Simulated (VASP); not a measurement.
# TiO2 (P4_2/mnm) in VASP: further runs

The runs below take TiO2 through single point, with LDA, r2SCAN.

All numbers are computed with VASP 6.6.1; they aren't measurements. Logs are shortened: lines on timing, memory, paths and dates and some standing lists are left out, and cuts for length are marked.

## Step 1: The cell of the first run

It takes space group P4_2/mnm (No. 136, tetragonal). The conventional cell has a = 4.597 Å, b = 4.597 Å, c = 2.954 Å, α = 90.00°, β = 90.00°, γ = 90.00°. Within 2.6 Å of Ti (site symmetry mmm) lie 6 O at 1.95 to 1.98 Å. Within 2.6 Å of O (site symmetry m2m) lie 3 Ti at 1.95 to 1.98 Å and 1 O at 2.54 Å.

## Step 2: Single point, LDA

INCAR

```
PREC = Accurate ; ENCUT = 520
EDIFF = 1E-6 ; ISMEAR = 0
SIGMA = 0.01 ; LREAL = False
LASPH = True ; NELM = 100
ALGO = Normal ; ISIF = 2
LWAVE = False ; LCHARG = False
GGA = CA ; NBANDS = 33
```

KPOINTS

```
Automatic mesh
0
Gamma
  6 6 8
```

POSCAR

```
TiO2
1.0
    4.5968460195      0.0000000000      0.0000000000
    0.0000000000      4.5968460195      0.0000000000
    0.0000000000      0.0000000000      2.9535015158
Ti O
2 4
Direct
    0.0000000000      0.0000000000      0.0000000000
    0.5000000000      0.5000000000      0.5000000000
    0.3046430023      0.3046430023      0.0000000000
    0.1953569977      0.8046430023      0.5000000000
    0.6953569977      0.6953569977      0.0000000000
    0.8046430023      0.1953569977      0.5000000000
```

Potentials or basis: VASP PAW LDA potentials, release 64 (Ti_sv, O).

On the command line:

```console
cat potpaw_LDA.64/Ti_sv/POTCAR potpaw_LDA.64/O/POTCAR > POTCAR
mpirun -np 1 vasp_std > vasp.out
```

OUTCAR:

```text
PREC = Accurate
   ENCUT = 520
   EDIFF = 1E-6
   ISMEAR = 0
   LREAL = False
   LASPH = True
   NELM = 100
   ISIF = 2
   GGA = CA

 ion  position               nearest neighbor table
   1  0.000  0.000  0.000-   4 1.95   6 1.95   4 1.95   6 1.95   5 1.98   3 1.98
   2  0.500  0.500  0.500-   3 1.95   5 1.95   3 1.95   5 1.95   4 1.98   6 1.98
   3  0.305  0.305  0.000-   2 1.95   2 1.95   1 1.98
   4  0.195  0.805  0.500-   1 1.95   1 1.95   2 1.98
   5  0.695  0.695  0.000-   2 1.95   2 1.95   1 1.98
   6  0.805  0.195  0.500-   1 1.95   1 1.95   2 1.98

  LATTYP: Found a simple tetragonal cell.
 ALAT       =     4.5968460195
 C/A-ratio  =     0.6425060799

  Lattice vectors:

 A1 = (   4.5968460195,   0.0000000000,   0.0000000000)
 A2 = (   0.0000000000,   4.5968460195,   0.0000000000)
 A3 = (   0.0000000000,   0.0000000000,   2.9535015158)

Analysis of symmetry for initial positions (statically):
=====================================================================
 Subroutine PRICEL returns:
 Original cell was already a primitive cell.

 Routine SETGRP: Setting up the symmetry group for a
 simple tetragonal supercell.

 Subroutine GETGRP returns: Found 16 space group operations
 (whereof  8 operations were pure point group operations)
 out of a pool of 16 trial point group operations.

The static configuration has the point symmetry D_2h.
 The point group associated with its full space group is D_4h.

Analysis of symmetry for dynamics (positions and initial velocities):
=====================================================================
 Subroutine PRICEL returns:
 Original cell was already a primitive cell.

 Routine SETGRP: Setting up the symmetry group for a
 simple tetragonal supercell.

 Subroutine GETGRP returns: Found 16 space group operations
 (whereof  8 operations were pure point group operations)
 out of a pool of 16 trial point group operations.

The dynamic configuration has the point symmetry D_2h.
 The point group associated with its full space group is D_4h.

 Subroutine INISYM returns: Found 16 space group operations
 (whereof  8 operations are pure point group operations),
 and found     1 'primitive' translations

----------------------------------------------------------------------------------------

                                     Primitive cell

  volume of cell :      62.4104

  direct lattice vectors                    reciprocal lattice vectors
     4.596846020  0.000000000  0.000000000     0.217540461  0.000000000  0.000000000
     0.000000000  4.596846020  0.000000000     0.000000000  0.217540461  0.000000000
     0.000000000  0.000000000  2.953501516     0.000000000  0.000000000  0.338581170

  length of vectors
     4.596846020  4.596846020  2.953501516     0.217540461  0.217540461  0.338581170

  position of ions in fractional coordinates (direct lattice)
     0.000000000  0.000000000  0.000000000
     0.500000000  0.500000000  0.500000000
     0.304643002  0.304643002  0.000000000
     0.195356998  0.804643002  0.500000000
     0.695356998  0.695356998  0.000000000
     0.804643002  0.195356998  0.500000000

  ion indices of the primitive-cell ions
   primitive index   ion index
                 1           1
                 2           2
                 3           3
                 4           4
                 5           5
                 6           6

----------------------------------------------------------------------------------------

 KPOINTS: Automatic mesh

Automatic generation of k-mesh.
 Grid dimensions read from file:
 generate k-points for:    6    6    8

 Generating k-lattice:

  Cartesian coordinates                     Fractional coordinates (reciprocal lattice)
     0.036256743  0.000000000  0.000000000     0.166666667  0.000000000  0.000000000
     0.000000000  0.036256743  0.000000000     0.000000000  0.166666667  0.000000000
     0.000000000  0.000000000  0.042322646     0.000000000  0.000000000  0.125000000

  Length of vectors
     0.036256743  0.036256743  0.042322646

  Shift w.r.t. Gamma in fractional coordinates (k-lattice)
     0.000000000  0.000000000  0.000000000

 Subroutine IBZKPT returns following result:
 ===========================================

 Found     50 irreducible k-points:

 Following reciprocal coordinates:
            Coordinates               Weight
  0.000000  0.000000  0.000000      1.000000
  0.166667  0.000000  0.000000      4.000000
  0.333333  0.000000  0.000000      4.000000
  0.500000  0.000000  0.000000      2.000000
  0.166667  0.166667  0.000000      4.000000
  0.333333  0.166667  0.000000      8.000000
[... 16 lines left out ...]
  0.333333  0.000000  0.250000      8.000000
  0.500000  0.000000  0.250000      4.000000
 [... further k-points ...]
   k-points           NKPTS =     50   k-points in BZ     NKDIM =     50   number of bands    NBANDS=     33
   number of dos      NEDOS =    301   number of ions     NIONS =      6
   total plane-waves  NPLWV =  31104
   dimension x,y,z NGX =    36 NGY =   36 NGZ =   24
   dimension x,y,z NGXF=    72 NGYF=   72 NGZF=   48
   ions per type =               2   4
   NGX,Y,Z   is equivalent  to a cutoff of  13.02, 13.02, 13.51 a.u.
   NGXF,Y,Z  is equivalent  to a cutoff of  26.04, 26.04, 27.02 a.u.
 SYSTEM =  unknown system
   PREC   = accura    normal or accurate (medium, high low for compatibility)
   ISTART =      0    job   : 0-new  1-cont  2-samecut
   ICHARG =      2    charge: 1-file 2-atom 10-const
   ISPIN  =      1    spin polarized calculation?
   LNONCOLLINEAR =      F non collinear calculations
   LSORBIT =      F    spin-orbit coupling
   LASPH  =      T    aspherical Exc in radial PAW
   ENCUT  =  520.0 eV  38.22 Ry    6.18 a.u.   8.55  8.55  5.49*2*pi/ulx,y,z
   NELM   =    100;   NELMIN=  2; NELMDL= -5     # of ELM steps
   EDIFF  = 0.1E-05   stopping-criterion for ELM
   LREAL  =      F    real-space projection
[... 7 lines left out ...]
   TEBEG  =    0.0;   TEEND  =   0.0 temperature during run
   PSTRESS=    0.0 pullay stress
   NELECT =      48.0000    total number of electrons
   NUPDOWN=      -1.0000    fix difference up-down
   EMIN   =  10.00;   EMAX   =-10.00  energy-range for DOS
   EFERMI =   0.00;   METHOD = LEGACY
   ISMEAR =     0;   SIGMA  =   0.01  broadening in eV -4-tet -1-fermi 0-gaus
   EFERMI_NEDOS =   21; number of points for ismear=-14 and -15
   IALGO  =     38    algorithm
   IMIX   =      4    mixing-type and parameters
     AMIX     =   0.40;   BMIX     =  1.00
     AMIX_MAG =   1.60;   BMIX_MAG =  1.00
  volume/ion in A,a.u.               =      10.40        70.19
  Fermi-wavevector in a.u.,A,eV,Ry     =   1.499925  2.834447 30.610047  2.249775
  Thomas-Fermi vector in A             =   2.611492
   LORBIT       =      0    0 simple, 1 ext, 2 COOP (PROOUT), +10 PAW based schemes
   GGA     = CA    functional components
   LHFCALC =     F    Hartree Fock is set to
   AEXX    =    0.0000 exact exchange contribution
   IVDW    =     0    specifies the selected vdW correction
   LEPSILON=     F    determine dielectric tensor
   LRPA    =     F    only Hartree local field effects (RPA)
 non-spin polarized calculation
 Gauss-broadening in eV      SIGMA  =   0.01
  energy-cutoff  :      520.00
  volume of cell :       62.41
 maximum number of plane-waves:      1698
 NGX is ok and might be reduce to    36
   NGX = 17   NGY = 17   NGZ = 11

 number of electron      48.0000022 magnetization

 Free energy of the ion-electron system (eV)
  ---------------------------------------------------
  ext. energy  EPLUGINS =         0.00000000
  ---------------------------------------------------
  free energy    TOTEN  =       -58.74212749 eV

  energy without entropy =      -58.74212749  energy(sigma->0) =      -58.74212749

 E-fermi :   4.7028     XC(G=0): -11.9935

 val. band max:        4.5554751848   @ k =   0.0000   0.0000   0.0000
 cond. band min:       6.3307901691   @ k =   0.0000   0.0000   0.0000
 fundamental gap:      1.7753149843
 Fermi energy:         4.7028163910

 k-point     1 :       0.0000    0.0000    0.0000
  band No.  band energies     occupation
      1     -51.6247      2.00000
      2     -51.6061      2.00000
      3     -28.3344      2.00000
      4     -28.3344      2.00000
      5     -28.1636      2.00000
      6     -28.1636      2.00000
[... 25 lines left out ...]
     32      11.1879      0.00000
     33      11.1888      0.00000

 k-point     2 :       0.1667    0.0000    0.0000
  band No.  band energies     occupation
      1     -51.6234      2.00000
      2     -51.6074      2.00000
      3     -28.3252      2.00000
      4     -28.3243      2.00000
      5     -28.1749      2.00000
      6     -28.1739      2.00000
[... 25 lines left out ...]
     32      11.0930      0.00000
     33      11.1133      0.00000

 k-point     3 :       0.3333    0.0000    0.0000
  band No.  band energies     occupation
      1     -51.6200      2.00000
      2     -51.6107      2.00000
      3     -28.3006      2.00000
      4     -28.2981      2.00000
      5     -28.2034      2.00000
      6     -28.2008      2.00000
[... 25 lines left out ...]
     32      10.9033      0.00000
     33      10.9424      0.00000

 k-point     4 :       0.5000    0.0000    0.0000
  band No.  band energies     occupation
      1     -51.6154      2.00000
      2     -51.6154      2.00000
      3     -28.2783      2.00000
      4     -28.2783      2.00000
      5     -28.2243      2.00000
      6     -28.2243      2.00000
[... 25 lines left out ...]
     32      10.6593      0.00000
     33      10.8260      0.00000

 k-point     5 :       0.1667    0.1667    0.0000
  band No.  band energies     occupation
      1     -51.6223      2.00000
      2     -51.6084      2.00000
      3     -28.3378      2.00000
      4     -28.2967      2.00000
      5     -28.2041      2.00000
      6     -28.1615      2.00000
[... 604 lines left out ...]
 k-point    22 :       0.1667    0.0000    0.2500
  band No.  band energies     occupation
      1     -51.5991      2.00000
      2     -51.5877      2.00000
      3     -28.3701      2.00000
      4     -28.3493      2.00000
      5     -28.2624      2.00000
      6     -28.2596      2.00000
[... 25 lines left out ...]
     32      10.3011      0.00000
     33      10.6245      0.00000

 k-point    23 :       0.3333    0.0000    0.2500
  band No.  band energies     occupation
      1     -51.5967      2.00000
      2     -51.5901      2.00000
      3     -28.3738      2.00000
      4     -28.3607      2.00000
      5     -28.2416      2.00000
      6     -28.2351      2.00000
[... 25 lines left out ...]
     32       9.8705      0.00000
     33      10.7735      0.00000

 k-point    24 :       0.5000    0.0000    0.2500
  band No.  band energies     occupation
      1     -51.5934      2.00000
      2     -51.5934      2.00000
      3     -28.3706      2.00000
      4     -28.3706      2.00000
      5     -28.2212      2.00000
      6     -28.2212      2.00000
[... 25 lines left out ...]
     32       9.7185      0.00000
     33      11.1929      0.00000

 [... further k-points ...]

------------------------ aborting loop because EDIFF is reached ----------------------------------------

  FORCE on cell =-STRESS in cart. coord.  units (eV):
  Direction    XX          YY          ZZ          XY          YZ          ZX
  --------------------------------------------------------------------------------------
  -------------------------------------------------------------------------------------
  Total       -2.4564661     -2.4564661     -3.2777455      0.0000000      0.0000000      0.0000000
  in kB      -63.0614922    -63.0614922    -84.1450745      0.0000000      0.0000000      0.0000000
  external PRESSURE =     -70.0893529 kB  Pullay stress =       0.0000000 kB

 VOLUME and BASIS-vectors are now :
 -----------------------------------------------------------------------------
  energy-cutoff  :      520.00
  volume of cell :       62.41
      direct lattice vectors                 reciprocal lattice vectors
     4.596846020  0.000000000  0.000000000     0.217540461  0.000000000  0.000000000
     0.000000000  4.596846020  0.000000000     0.000000000  0.217540461  0.000000000
     0.000000000  0.000000000  2.953501516     0.000000000  0.000000000  0.338581170

 POSITION                                       TOTAL-FORCE (eV/Angst)
 -----------------------------------------------------------------------------------
      0.00000      0.00000      0.00000         0.000000      0.000000      0.000000
      2.29842      2.29842      1.47675         0.000000      0.000000      0.000000
      1.40040      1.40040      0.00000         0.028339      0.028339      0.000000
      0.89803      3.69882      1.47675        -0.028339      0.028339      0.000000
      3.19645      3.19645      0.00000        -0.028339     -0.028339      0.000000
      3.69882      0.89803      1.47675         0.028339     -0.028339      0.000000
 -----------------------------------------------------------------------------------
    total drift:                                0.000000      0.000000      0.000000

  FREE ENERGIE OF THE ION-ELECTRON SYSTEM (eV)
  ---------------------------------------------------
  free  energy   TOTEN  =       -58.7421274945 eV

  energy  without entropy=      -58.7421274945  energy(sigma->0) =      -58.74212749
```

Wall time 2.7 min (1 thread of Intel Xeon 8259CL, shared host); peak memory 0.21 GiB.

Results:

```
Free energy            : -58.7421 eV
Pressure               : -7.0 GPa
Largest force          : 0.040 eV/Å
Band gap on the k mesh : 1.78 eV
```

Forces on the atoms (eV/Å):
```
Ti   0.000  0.000  0.000
Ti   0.000  0.000  0.000
O    0.028  0.028  0.000
O   -0.028  0.028  0.000
O   -0.028 -0.028  0.000
O    0.028 -0.028  0.000
```

Caveat: the cell stands under tension. Expect the measured gap to be larger: semilocal functionals such as LDA lack the derivative discontinuity.

(Continued in part 2 of 2.)
